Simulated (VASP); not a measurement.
# NaF (Villiaumite) (Fm-3m) in VASP: a series of runs

The runs below take NaF (Villiaumite) through single point, with PBE.

All numbers are computed with VASP 6.6.1; they aren't measurements. Logs are shortened: lines on timing, memory, paths and dates and some standing lists are left out, and cuts for length are marked.

## (1) The cell of the first run

It takes space group Fm-3m (No. 225, cubic). The conventional cell has a = 4.545 Å, b = 4.545 Å, c = 4.545 Å, α = 90.00°, β = 90.00°, γ = 90.00°. Na (site symmetry m-3m) has 6 F at 2.27 Å within 3.0 Å. Within 3.0 Å of F (site symmetry m-3m) lie 6 Na at 2.27 Å.

## (2) Single point, PBE

The input, INCAR:

```
  ALGO = Normal
  EDIFF = 1E-7
  ENCUT = 520
  GGA = PE
  ISIF = 2
  ISMEAR = 0
  LASPH = True
  LCHARG = False
  LREAL = False
  LWAVE = False
  NBANDS = 14
  NELM = 80
  PREC = Accurate
  SIGMA = 0.01
```

The input, KPOINTS:

```
k-points
0
Gamma
  6 6 6
```

The input, POSCAR:

```
NaF
1.0
    0.0000000000      2.2726397722      2.2726397722
    2.2726397722      0.0000000000      2.2726397722
    2.2726397722      2.2726397722      0.0000000000
Na F
1 1
Direct
    0.0000000000      0.0000000000      0.0000000000
    0.5000000000      0.5000000000      0.5000000000
```

Potentials or basis: VASP PAW PBE potentials, release 64 (Na_pv, F).

Launch:

```sh
$ cat potpaw_PBE.64/Na_pv/POTCAR potpaw_PBE.64/F/POTCAR > POTCAR
$ mpirun -np 1 vasp_std > vasp.out
```

OUTCAR:

```text
EDIFF = 1E-7
   ENCUT = 520
   GGA = PE
   ISIF = 2
   ISMEAR = 0
   LASPH = True
   LREAL = False
   NELM = 80
   PREC = Accurate

 ion  position               nearest neighbor table
   1  0.000  0.000  0.000-   2 2.27   2 2.27   2 2.27   2 2.27   2 2.27   2 2.27
   2  0.500  0.500  0.500-   1 2.27   1 2.27   1 2.27   1 2.27   1 2.27   1 2.27

  LATTYP: Found a face centered cubic cell.
 ALAT       =     4.5452795444

  Lattice vectors:

 A1 = (   0.0000000000,   2.2726397722,   2.2726397722)
 A2 = (   2.2726397722,   0.0000000000,   2.2726397722)
 A3 = (   2.2726397722,   2.2726397722,   0.0000000000)

Analysis of symmetry for initial positions (statically):
=====================================================================
 Subroutine PRICEL returns:
 Original cell was already a primitive cell.

 Routine SETGRP: Setting up the symmetry group for a
 face centered cubic supercell.

 Subroutine GETGRP returns: Found 48 space group operations
 (whereof 48 operations were pure point group operations)
 out of a pool of 48 trial point group operations.

The static configuration has the point symmetry O_h .

Analysis of symmetry for dynamics (positions and initial velocities):
=====================================================================
 Subroutine PRICEL returns:
 Original cell was already a primitive cell.

 Routine SETGRP: Setting up the symmetry group for a
 face centered cubic supercell.

 Subroutine GETGRP returns: Found 48 space group operations
 (whereof 48 operations were pure point group operations)
 out of a pool of 48 trial point group operations.

The dynamic configuration has the point symmetry O_h .

 Subroutine INISYM returns: Found 48 space group operations
 (whereof 48 operations are pure point group operations),
 and found     1 'primitive' translations

----------------------------------------------------------------------------------------

                                     Primitive cell

  volume of cell :      23.4759

  direct lattice vectors                    reciprocal lattice vectors
     0.000000000  2.272639772  2.272639772    -0.220008470  0.220008470  0.220008470
     2.272639772  0.000000000  2.272639772     0.220008470 -0.220008470  0.220008470
     2.272639772  2.272639772  0.000000000     0.220008470  0.220008470 -0.220008470

  length of vectors
     3.213997988  3.213997988  3.213997988     0.381065849  0.381065849  0.381065849

  position of ions in fractional coordinates (direct lattice)
     0.000000000  0.000000000  0.000000000
     0.500000000  0.500000000  0.500000000

  ion indices of the primitive-cell ions
   primitive index   ion index
                 1           1
                 2           2

----------------------------------------------------------------------------------------

 KPOINTS: k-points

Automatic generation of k-mesh.
 Grid dimensions read from file:
 generate k-points for:    6    6    6

 Generating k-lattice:

  Cartesian coordinates                     Fractional coordinates (reciprocal lattice)
    -0.036668078  0.036668078  0.036668078     0.166666667  0.000000000  0.000000000
     0.036668078 -0.036668078  0.036668078     0.000000000  0.166666667  0.000000000
     0.036668078  0.036668078 -0.036668078     0.000000000  0.000000000  0.166666667

  Length of vectors
     0.063510975  0.063510975  0.063510975

  Shift w.r.t. Gamma in fractional coordinates (k-lattice)
     0.000000000  0.000000000  0.000000000

 Subroutine IBZKPT returns following result:
 ===========================================

 Found     16 irreducible k-points:

 Following reciprocal coordinates:
            Coordinates               Weight
  0.000000  0.000000  0.000000      1.000000
  0.166667  0.000000  0.000000      8.000000
  0.333333  0.000000  0.000000      8.000000
  0.500000  0.000000  0.000000      4.000000
  0.166667  0.166667  0.000000      6.000000
  0.333333  0.166667  0.000000     24.000000
[... 8 lines left out ...]
 -0.333333  0.333333  0.166667     24.000000
 -0.333333  0.500000  0.166667     12.000000
   k-points           NKPTS =     16   k-points in BZ     NKDIM =     16   number of bands    NBANDS=     14
   number of dos      NEDOS =    301   number of ions     NIONS =      2
   total plane-waves  NPLWV =  13824
   dimension x,y,z NGX =    24 NGY =   24 NGZ =   24
   dimension x,y,z NGXF=    48 NGYF=   48 NGZF=   48
   ions per type =               1   1
   NGX,Y,Z   is equivalent  to a cutoff of  12.41, 12.41, 12.41 a.u.
   NGXF,Y,Z  is equivalent  to a cutoff of  24.83, 24.83, 24.83 a.u.
 SYSTEM =  unknown system
   PREC   = accura    normal or accurate (medium, high low for compatibility)
   ISTART =      0    job   : 0-new  1-cont  2-samecut
   ICHARG =      2    charge: 1-file 2-atom 10-const
   ISPIN  =      1    spin polarized calculation?
   LNONCOLLINEAR =      F non collinear calculations
   LSORBIT =      F    spin-orbit coupling
   LASPH  =      T    aspherical Exc in radial PAW
   ENCUT  =  520.0 eV  38.22 Ry    6.18 a.u.   5.98  5.98  5.98*2*pi/ulx,y,z
   NELM   =     80;   NELMIN=  2; NELMDL= -5     # of ELM steps
   EDIFF  = 0.1E-06   stopping-criterion for ELM
   LREAL  =      F    real-space projection
   EDIFFG = 0.1E-05   stopping-criterion for IOM
   NSW    =      0    number of steps for IOM
   IBRION =     -1    ionic relax: 0-MD 1-quasi-New 2-CG
   NFREE  =      0    steps in history (QN), initial steepest desc. (CG)
   ISIF   =      2    stress and relaxation
   ISYM   =      2    0-nonsym 1-usesym 2-fastsym
   POTIM  = 0.5000    time-step for ionic-motion
   TEBEG  =    0.0;   TEEND  =   0.0 temperature during run
   PSTRESS=    0.0 pullay stress
   NELECT =      14.0000    total number of electrons
   NUPDOWN=      -1.0000    fix difference up-down
   EMIN   =  10.00;   EMAX   =-10.00  energy-range for DOS
   EFERMI =   0.00;   METHOD = LEGACY
   ISMEAR =     0;   SIGMA  =   0.01  broadening in eV -4-tet -1-fermi 0-gaus
   EFERMI_NEDOS =   21; number of points for ismear=-14 and -15
   IALGO  =     38    algorithm
   IMIX   =      4    mixing-type and parameters
     AMIX     =   0.40;   BMIX     =  1.00
     AMIX_MAG =   1.60;   BMIX_MAG =  1.00
  volume/ion in A,a.u.               =      11.74        79.21
  Fermi-wavevector in a.u.,A,eV,Ry     =   1.377982  2.604009 25.835214  1.898835
  Thomas-Fermi vector in A             =   2.503085
   LORBIT       =      0    0 simple, 1 ext, 2 COOP (PROOUT), +10 PAW based schemes
   GGA     = PE    functional components
   LHFCALC =     F    Hartree Fock is set to
   AEXX    =    0.0000 exact exchange contribution
   IVDW    =     0    specifies the selected vdW correction
   LEPSILON=     F    determine dielectric tensor
   LRPA    =     F    only Hartree local field effects (RPA)
 non-spin polarized calculation
 Gauss-broadening in eV      SIGMA  =   0.01
  energy-cutoff  :      520.00
  volume of cell :       23.48
 maximum number of plane-waves:       641
   NGX = 11   NGY = 11   NGZ = 11

 number of electron      14.0000005 magnetization

 Free energy of the ion-electron system (eV)
  ---------------------------------------------------
  ext. energy  EPLUGINS =         0.00000000
  ---------------------------------------------------
  free energy    TOTEN  =        -8.52643737 eV

  energy without entropy =       -8.52643737  energy(sigma->0) =       -8.52643737

 E-fermi :  -1.6812     XC(G=0):  -9.4352

 val. band max:       -1.8195945957   @ k =   0.0000   0.0000   0.0000
 cond. band min:       4.8053834335   @ k =   0.0000   0.0000   0.0000
 fundamental gap:      6.6249780292
 Fermi energy:        -1.6812075235

 k-point     1 :       0.0000    0.0000    0.0000
  band No.  band energies     occupation
      1     -21.0956      2.00000
      2     -20.5975      2.00000
      3     -20.5975      2.00000
      4     -20.5975      2.00000
      5      -1.8196      2.00000
      6      -1.8196      2.00000
      7      -1.8196      2.00000
      8       4.8054      0.00000
      9      17.5731      0.00000
     10      17.5731      0.00000
     11      17.5731      0.00000
     12      20.5585      0.00000
     13      22.8009      0.00000
     14      22.8009      0.00000

 k-point     2 :       0.1667    0.0000    0.0000
  band No.  band energies     occupation
      1     -21.3349      2.00000
      2     -20.6010      2.00000
      3     -20.6010      2.00000
      4     -20.3186      2.00000
      5      -2.3425      2.00000
      6      -1.8925      2.00000
      7      -1.8924      2.00000
      8       5.7687      0.00000
      9      15.0653      0.00000
     10      18.0207      0.00000
     11      18.0207      0.00000
     12      22.0139      0.00000
     13      22.0139      0.00000
     14      23.2052      0.00000

 k-point     3 :       0.3333    0.0000    0.0000
  band No.  band energies     occupation
      1     -21.5954      2.00000
      2     -20.6080      2.00000
      3     -20.6080      2.00000
      4     -19.9752      2.00000
      5      -3.1799      2.00000
      6      -2.0351      2.00000
      7      -2.0351      2.00000
      8       7.8020      0.00000
      9      12.5811      0.00000
     10      18.7627      0.00000
     11      18.7627      0.00000
     12      21.5484      0.00000
     13      21.5485      0.00000
     14      23.1295      0.00000
[... 188 lines left out ...]
 k-point    15 :      -0.3333    0.3333    0.1667
  band No.  band energies     occupation
      1     -21.3920      2.00000
      2     -20.6893      2.00000
      3     -20.6608      2.00000
      4     -20.0843      2.00000
      5      -3.0403      2.00000
      6      -2.6038      2.00000
      7      -2.2706      2.00000
      8      10.9831      0.00000
      9      11.5353      0.00000
     10      14.9653      0.00000
     11      16.8723      0.00000
     12      21.5218      0.00000
     13      22.2523      0.00000
     14      27.0188      0.00000

 k-point    16 :      -0.3333    0.5000    0.1667
  band No.  band energies     occupation
      1     -21.1780      2.00000
      2     -20.7418      2.00000
      3     -20.6884      2.00000
      4     -20.2545      2.00000
      5      -2.9770      2.00000
      6      -2.5149      2.00000
      7      -2.3963      2.00000
      8      11.7511      0.00000
      9      11.8144      0.00000
     10      13.3984      0.00000
     11      16.6191      0.00000
     12      20.3774      0.00000
     13      25.0629      0.00000
     14      25.0898      0.00000

------------------------ aborting loop because EDIFF is reached ----------------------------------------

  FORCE on cell =-STRESS in cart. coord.  units (eV):
  Direction    XX          YY          ZZ          XY          YZ          ZX
  --------------------------------------------------------------------------------------
  -------------------------------------------------------------------------------------
  Total        0.8280019      0.8280019      0.8280019      0.0000000     -0.0000000     -0.0000000
  in kB       56.5093225     56.5093225     56.5093225      0.0000000     -0.0000000     -0.0000000
  external PRESSURE =      56.5093225 kB  Pullay stress =       0.0000000 kB

 VOLUME and BASIS-vectors are now :
 -----------------------------------------------------------------------------
  energy-cutoff  :      520.00
  volume of cell :       23.48
      direct lattice vectors                 reciprocal lattice vectors
     0.000000000  2.272639772  2.272639772    -0.220008470  0.220008470  0.220008470
     2.272639772  0.000000000  2.272639772     0.220008470 -0.220008470  0.220008470
     2.272639772  2.272639772  0.000000000     0.220008470  0.220008470 -0.220008470

 POSITION                                       TOTAL-FORCE (eV/Angst)
 -----------------------------------------------------------------------------------
      0.00000      0.00000      0.00000        -0.000000     -0.000000     -0.000000
      2.27264      2.27264      2.27264         0.000000      0.000000      0.000000
 -----------------------------------------------------------------------------------
    total drift:                                0.000000     -0.000000      0.000000

  FREE ENERGIE OF THE ION-ELECTRON SYSTEM (eV)
  ---------------------------------------------------
  free  energy   TOTEN  =        -8.5264373702 eV

  energy  without entropy=       -8.5264373702  energy(sigma->0) =       -8.52643737
```

Wall time 6.6 s (1 thread of AMD EPYC 7R13, shared host); peak memory 0.1 GiB.

What came out:

| Property | Result |
| --- | --- |
| Free energy | -8.5264 eV |
| Pressure | 5.7 GPa |
| Band gap on the k mesh | 6.62 eV, direct |

Expect the measured gap to be larger: semilocal functionals such as PBE lack the derivative discontinuity.

## (3) Single point, PBE

This run uses another cell than the first one, of 11.99 Å³/atom, 1.021 times its volume.

The input, INCAR:

```
SYSTEM = NaF
PREC     = Accurate       ! precision mode
ENCUT    = 520            ! plane-wave cutoff, eV
EDIFF    = 1E-7           ! SCF threshold, eV
ISMEAR   = 0              ! smearing method
SIGMA    = 0.01           ! smearing width, eV
LREAL    = .FALSE.        ! projectors in reciprocal space
LASPH    = .TRUE.         ! aspherical terms in the spheres
NELM     = 60             ! most SCF steps
ALGO     = Normal         ! electronic algorithm
ISIF     = 2              ! what is computed and relaxed
LWAVE    = .FALSE.        ! write WAVECAR
LCHARG   = .FALSE.        ! write CHGCAR
GGA      = PE             ! functional
NBANDS   = 14             ! bands
```

The input, KPOINTS:

```
Automatic mesh
0
G
  6 6 6
  0 0 0
```

The input, POSCAR:

```
NaF
1.0
    0.0000000000      2.2886448050      2.2886448050
    2.2886448050      0.0000000000      2.2886448050
    2.2886448050      2.2886448050      0.0000000000
Na F
1 1
Direct
    0.0000000000      0.0000000000      0.0000000000
    0.5000000000      0.5000000000      0.5000000000
```

Potentials or basis: VASP PAW PBE potentials, release 64 (Na_pv, F).

Launch:

```sh
$ cat potpaw_PBE.64/Na_pv/POTCAR potpaw_PBE.64/F/POTCAR > POTCAR
$ mpirun -np 1 vasp_std > vasp.out
```

Run time: 7.4 s. Hardware: 1 thread of AMD EPYC 7R13, shared host; peak memory 0.1 GiB.

It converged, with:

- Free energy: -8.5426 eV
- Pressure: 4.2 GPa
- Band gap on the k mesh: 6.50 eV, direct

Levels at points of the mesh, in eV from the valence-band top:
```tsv
k point	band 5	band 6	band 7	band 8	band 9	band 10
(0.00, 0.00, 0.00)	0.00	0.00	0.00	6.50	19.24	19.24
(0.50, 0.00, 0.00)	-1.67	-0.27	-0.27	11.01	12.79	20.52
(0.50, 0.50, 0.00)	-1.33	-0.42	-0.42	13.43	13.46	13.98
```

## (4) Single point, PBE

This run uses another cell than the first one, of 12.24 Å³/atom, 1.043 times its volume.

The input, INCAR:

```
SYSTEM = NaF
ALGO     = Normal         ! electronic algorithm
EDIFF    = 1E-7           ! SCF threshold, eV
ENCUT    = 520            ! plane-wave cutoff, eV
GGA      = PE             ! functional
ISIF     = 2              ! what is computed and relaxed
ISMEAR   = 0              ! smearing method
LASPH    = .True.         ! aspherical terms in the spheres
LCHARG   = .True.         ! write CHGCAR
LELF     = .True.         ! ELF
LREAL    = .False.        ! projectors in reciprocal space
LVHAR    = .True.       
LWAVE    = .False.        ! write WAVECAR
NBANDS   = 14             ! bands
NELM     = 60             ! most SCF steps
PREC     = Accurate       ! precision mode
SIGMA    = 0.01           ! smearing width, eV
```

The input, KPOINTS:

```
k-points
0
Gamma
  6 6 6
  0 0 0
```

The input, POSCAR:

```
NaF
1.0
    0.0000000000      2.3044290610      2.3044290610
    2.3044290610      0.0000000000      2.3044290610
    2.3044290610      2.3044290610      0.0000000000
Na F
1 1
Direct
    0.0000000000      0.0000000000      0.0000000000
    0.5000000000      0.5000000000      0.5000000000
```

Launch:

```sh
$ cat potpaw_PBE.64/Na_pv/POTCAR potpaw_PBE.64/F/POTCAR > POTCAR
$ mpirun -np 1 vasp_std > vasp.out
```

Wall time 7.8 s (1 thread of AMD EPYC 7R13, shared host); peak memory 0.1 GiB.

Results (log left out):

```
Free energy            : -8.5546 eV
Pressure               : 2.9 GPa
Band gap on the k mesh : 6.39 eV, direct
```

Levels at points of the mesh, in eV from the valence-band top:
| k point | band 5 | band 6 | band 7 | band 8 | band 9 | band 10 |
| --- | --- | --- | --- | --- | --- | --- |
| (0.00, 0.00, 0.00) | 0.00 | 0.00 | 0.00 | 6.39 | 19.09 | 19.09 |
| (0.50, 0.00, 0.00) | -1.62 | -0.26 | -0.26 | 10.88 | 12.61 | 20.29 |
| (0.50, 0.50, 0.00) | -1.30 | -0.41 | -0.41 | 13.29 | 13.36 | 13.77 |

## (5) The runs side by side

```tsv
cell	gap on the mesh (eV)	pressure (GPa)
a = 3.214 Å, angles 60.0°, 2 atoms	6.62	5.7
a = 3.237 Å, angles 60.0°, 2 atoms	6.50	4.2
a = 3.259 Å, angles 60.0°, 2 atoms	6.39	2.9
```

Alike in all rows: task single point; level PBE; potentials or basis VASP PAW PBE potentials, release 64 (Na_pv, F); no spin polarisation; k mesh 6 × 6 × 6; cutoff (eV) 520; smearing gaussian 0.01 eV.

Absolute energies hang on the potentials; compare differences alone.
